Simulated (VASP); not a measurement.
# Ca (P-1) in VASP: further runs, part 2 of 2

VASP 6.6.1. Earlier steps stand in the parts before.

## 4. Single point, BLYP (the cell strained at random)

INCAR reads:

```
AGGAC = 1.0
AGGAX = 1.0
ALDAC = 0.0
ALDAX = 1.0
ALGO = Normal
EDIFF = 1E-6
ENCUT = 520
GGA = B5
ISIF = 2
ISMEAR = 1
LASPH = True
LCHARG = False
LREAL = False
LWAVE = False
NBANDS = 11
NELM = 80
PREC = Accurate
SIGMA = 0.2
```

KPOINTS reads:

```
k-points
0
Gamma
  8 8 8
```

POSCAR reads:

```
Ca
1.0
   -0.0390650000      2.8062550000      2.8102530000
    2.7255680000     -0.0087790000      2.7799670000
    2.7544070000      2.8048080000     -0.0376180000
Ca
1
Direct
    0.0006290000     -0.0131320000      0.0115240000
```

Potentials or basis: VASP PAW PBE potentials, release 64 (Ca_sv).

The run is started by

```
$ cat potpaw_PBE.64/Ca_sv/POTCAR > POTCAR
$ mpirun -np 1 vasp_std > vasp.out
```

OUTCAR:

```text
EDIFF = 1E-6
   ENCUT = 520
   GGA = B5
   ISIF = 2
   ISMEAR = 1
   LASPH = True
   LREAL = False
   NELM = 80
   PREC = Accurate

 ion  position               nearest neighbor table
   1  0.001  0.987  0.012-

  Warning from LATTYP: Got some problem with cell dimensions!
  Tried to take original basis but could not verify dimensions!
  LATTYP: Found a triclinic cell.
 ALAT       =     3.9716640245
 B/A-ratio  =     0.9934620709
 C/A-ratio  =     0.9898370397
 COS(alpha) =     0.0180228930
 COS(beta)  =     0.4904435686
 COS(gamma) =     0.5164203085

  Lattice vectors:

[... 513 lines left out ...]
      4     -20.9016      2.00000
      5       0.4417      2.00000
      6       3.1261     -0.00000
      7       3.7861     -0.00000
      8       5.0673     -0.00000
      9       5.3963     -0.00000
     10       5.8771     -0.00000
     11       8.8602      0.00000

 [... further k-points ...]
[... 5 lines left out ...]
  --------------------------------------------------------------------------------------
  -------------------------------------------------------------------------------------
  Total       -0.0873136     -0.1164654     -0.1188464      0.0128439      0.0088672      0.0863057
  in kB       -3.2061948     -4.2766630     -4.3640945      0.4716343      0.3256082      3.1691848
  external PRESSURE =      -3.9489841 kB  Pullay stress =       0.0000000 kB

 VOLUME and BASIS-vectors are now :
 -----------------------------------------------------------------------------
  energy-cutoff  :      520.00
  volume of cell :       43.63
      direct lattice vectors                 reciprocal lattice vectors
    -0.039065000  2.806255000  2.810253000    -0.178698886  0.177845093  0.175763693
     2.725568000 -0.008779000  2.779967000     0.183072820 -0.177373418  0.179665953
     2.754407000  2.804808000 -0.037618000     0.179364091  0.178038624 -0.175292018

 POSITION                                       TOTAL-FORCE (eV/Angst)
 -----------------------------------------------------------------------------------
      2.72149      0.02542      2.74479         0.000000      0.000000     -0.000000
 -----------------------------------------------------------------------------------
    total drift:                                0.000004     -0.000000     -0.000004

  FREE ENERGIE OF THE ION-ELECTRON SYSTEM (eV)
  ---------------------------------------------------
  free  energy   TOTEN  =        -1.2406826244 eV

  energy  without entropy=       -1.2389092765  energy(sigma->0) =       -1.24009151
```

OSZICAR:

```text
N       E                     dE             d eps       ncg     rms          rms(c)
DAV:   1     0.662134904087E+02    0.66213E+02   -0.49638E+03  5720   0.817E+02
DAV:   2     0.397849300140E+00   -0.65816E+02   -0.65178E+02  6314   0.209E+02
DAV:   3    -0.115697822528E+01   -0.15548E+01   -0.15342E+01  8390   0.310E+01
DAV:   4    -0.124418714365E+01   -0.87209E-01   -0.86840E-01  7620   0.594E+00
DAV:   5    -0.124581298150E+01   -0.16258E-02   -0.16256E-02  7919   0.691E-01    0.193E+00
DAV:   6    -0.123818799918E+01    0.76250E-02   -0.18401E-02  7059   0.122E+00    0.120E+00
DAV:   7    -0.124071184145E+01   -0.25238E-02   -0.27603E-02  6417   0.146E+00    0.120E-01
DAV:   8    -0.124049247360E+01    0.21937E-03   -0.26929E-03  6636   0.532E-01    0.290E-02
DAV:   9    -0.124068188785E+01   -0.18941E-03   -0.53063E-04  7157   0.119E-01    0.176E-02
DAV:  10    -0.124068403458E+01   -0.21467E-05   -0.27626E-05  6993   0.480E-02    0.231E-03
DAV:  11    -0.124068254659E+01    0.14880E-05   -0.36255E-06  6984   0.126E-02    0.695E-04
DAV:  12    -0.124068262444E+01   -0.77846E-07   -0.24016E-07  3553   0.377E-03
   1 F= -.12406826E+01 E0= -.12400915E+01  d E =-.177335E-02
```

Wall time 2.9 min (1 thread of Intel Xeon 8259CL, shared host); peak memory 0.26 GiB.

What came out:

```yaml
Free_energy: -1.2407 eV
Pressure: -0.4 GPa
Band_gap_on_the_k_mesh: zero (bands 5 and 6 overlap by 0.31 eV)
```

Caveat: the cell differs from its parent crystal (the cell strained at random); the PAW data sets were made with another functional, which shifts forces and pressure a little.

## 5. Single point, PBEsol (the cell strained at random)

INCAR reads:

```
SYSTEM = Ca
PREC = Accurate ; ENCUT = 520
EDIFF = 1E-6 ; ISMEAR = 0
SIGMA = 0.1 ; LREAL = .False.
LASPH = .True. ; NELM = 80
ALGO = Normal ; ISIF = 2
LWAVE = .False. ; LCHARG = .False.
GGA = PS ; NBANDS = 11
```

KPOINTS reads:

```
regular mesh
0
Gamma
  8 8 8
  0 0 0
```

POSCAR is that of step 4.

Potentials or basis: VASP PAW PBE potentials, release 64 (Ca_sv).

The run is started by

```
$ cat potpaw_PBE.64/Ca_sv/POTCAR > POTCAR
$ mpirun -np 1 vasp_std > vasp.out
```

OUTCAR:

```text
SYSTEM = Ca
   PREC = Accurate
   ENCUT = 520
   EDIFF = 1E-6
   ISMEAR = 0
   LREAL = .False.
   LASPH = .True.
   NELM = 80
   ISIF = 2
   GGA = PS

 ion  position               nearest neighbor table
   1  0.001  0.987  0.012-

  Warning from LATTYP: Got some problem with cell dimensions!
  Tried to take original basis but could not verify dimensions!
  LATTYP: Found a triclinic cell.
 ALAT       =     3.9716640245
 B/A-ratio  =     0.9934620709
 C/A-ratio  =     0.9898370397
 COS(alpha) =     0.0180228930
 COS(beta)  =     0.4904435686
 COS(gamma) =     0.5164203085

  Lattice vectors:

 A1 = (   0.0390650000,  -2.8062550000,  -2.8102530000)
 A2 = (   2.7646330000,  -2.8150340000,  -0.0302860000)
 A3 = (  -2.7544070000,  -2.8048080000,   0.0376180000)

Analysis of symmetry for initial positions (statically):
=====================================================================
 Subroutine PRICEL returns:
 Original cell was already a primitive cell.

 Routine SETGRP: Setting up the symmetry group for a
 triclinic supercell.

 Subroutine GETGRP returns: Found  2 space group operations
[... 167 lines left out ...]

 val. band max:        1.7177015715   @ k =  -0.2500   0.3750   0.5000
 cond. band min:       1.7275829855   @ k =  -0.3750   0.5000   0.3750
 fundamental gap:      0.0098814140
 Fermi energy:         1.7185512563

 k-point     1 :       0.0000    0.0000    0.0000
  band No.  band energies     occupation
      1     -40.1551      2.00000
      2     -21.1519      2.00000
      3     -21.1510      2.00000
      4     -21.1495      2.00000
      5      -2.2120      2.00000
      6       3.9716      0.00000
      7       4.0141      0.00000
      8       4.1476      0.00000
      9       5.0320      0.00000
     10       5.1350      0.00000
     11      10.7348      0.00000
[... 309 lines left out ...]
 k-point    24 :       0.2500    0.3750    0.0000
  band No.  band energies     occupation
      1     -40.1437      2.00000
      2     -21.2422      2.00000
      3     -21.1813      2.00000
      4     -21.1795      2.00000
      5      -0.1093      2.00000
      6       2.7227      0.00000
      7       3.4072      0.00000
      8       4.7677      0.00000
      9       5.0922      0.00000
     10       5.6434      0.00000
     11       8.4452      0.00000

 [... further k-points ...]
[... 5 lines left out ...]
  --------------------------------------------------------------------------------------
  -------------------------------------------------------------------------------------
  Total       -0.3057511     -0.3248018     -0.3307088      0.0116764      0.0084612      0.0791438
  in kB      -11.2273207    -11.9268678    -12.1437757      0.4287629      0.3106984      2.9061946
  external PRESSURE =     -11.7659880 kB  Pullay stress =       0.0000000 kB

 VOLUME and BASIS-vectors are now :
 -----------------------------------------------------------------------------
  energy-cutoff  :      520.00
  volume of cell :       43.63
      direct lattice vectors                 reciprocal lattice vectors
    -0.039065000  2.806255000  2.810253000    -0.178698886  0.177845093  0.175763693
     2.725568000 -0.008779000  2.779967000     0.183072820 -0.177373418  0.179665953
     2.754407000  2.804808000 -0.037618000     0.179364091  0.178038624 -0.175292018

 POSITION                                       TOTAL-FORCE (eV/Angst)
 -----------------------------------------------------------------------------------
      2.72149      0.02542      2.74479         0.000000      0.000000     -0.000000
 -----------------------------------------------------------------------------------
    total drift:                                0.000004     -0.000000     -0.000004

  FREE ENERGIE OF THE ION-ELECTRON SYSTEM (eV)
  ---------------------------------------------------
  free  energy   TOTEN  =        -2.1248634499 eV

  energy  without entropy=       -2.1170200678  energy(sigma->0) =       -2.12094176
```

It took 2.7 min on 1 thread of Intel Xeon 8259CL, shared host; peak memory 0.26 GiB.

What came out:

| Property | Result |
| --- | --- |
| Free energy | -2.1249 eV |
| Pressure | -1.2 GPa |
| Band gap on the k mesh | zero (bands 5 and 6 overlap by 0.45 eV) |

Stress tensor (GPa, compression positive):
```
-1.12  0.04  0.29
 0.04 -1.19  0.03
 0.29  0.03 -1.21
```

Caveat: the cell differs from its parent crystal (the cell strained at random); the PAW data sets were made with another functional, which shifts forces and pressure a little.

## 6. Summary

```tsv
level	potentials or basis	smearing	gap on the mesh (eV)	pressure (GPa)
PBE	VASP PAW PBE potentials, release 64 (Ca_sv)	gaussian 0.1 eV	none	-0.5
LDA	VASP PAW LDA potentials, release 64 (Ca_sv)	methfessel-paxton 0.2 eV	none	-2.2
BLYP	VASP PAW PBE potentials, release 64 (Ca_sv)	methfessel-paxton 0.2 eV	none	-0.4
PBEsol	VASP PAW PBE potentials, release 64 (Ca_sv)	gaussian 0.1 eV	none	-1.2
```

Alike in all rows: task single point; no spin polarisation; cell as given; k mesh 8 × 8 × 8; cutoff (eV) 520.

Caveats: the PAW data sets were made with another functional, which shifts forces and pressure a little (at least some runs).

Total energies depend on the potentials used, so only differences within one code and one set of settings carry meaning.
